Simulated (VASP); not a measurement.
Runs of VASP 6.6.1 on ZrC. The structure is that of space group Fm-3m (No. 225), or close to it. The cells are those of the table. 

```tsv
cell	gap on the mesh (eV)	pressure (GPa)
a = 3.125, b = 3.125, c = 3.058 Å, angles 60.7, 60.7, 58.6°, 2 atoms	none	73.8
a = 3.457 Å, angles 60.0°, 2 atoms	none	(b)
a = 3.058 Å, angles 60.0°, 2 atoms	none	94.8
a = 3.258, b = 3.258, c = 3.191 Å, angles 60.7, 60.7, 58.6°, 2 atoms	none	(a)
a = 3.191 Å, angles 60.0°, 2 atoms	none	37.0
a = 3.590 Å, angles 60.0°, 2 atoms	none	-31.4
```

Alike in all rows: task single point; level PBE; potentials or basis VASP PAW PBE potentials, release 64 (Zr_sv, C); no spin polarisation; k mesh 18 × 18 × 18; cutoff (eV) 520; smearing gaussian 0.15 eV.

Q: Estimate the missing entries.

A: (a) 24.1; (b) -19.7.

Caveats: the cell stands under tension (at least some runs); the cell stands under pressure (at least some runs); the stress differs along the axes, from 52 to 85 GPa (at least some runs); the stress differs along the axes, from 11 to 31 GPa (at least some runs).

A k mesh can miss the band edges, and the runs leave out spin-orbit coupling on Zr.

A gap of «none» marks levels without a gap at the run's occupations.
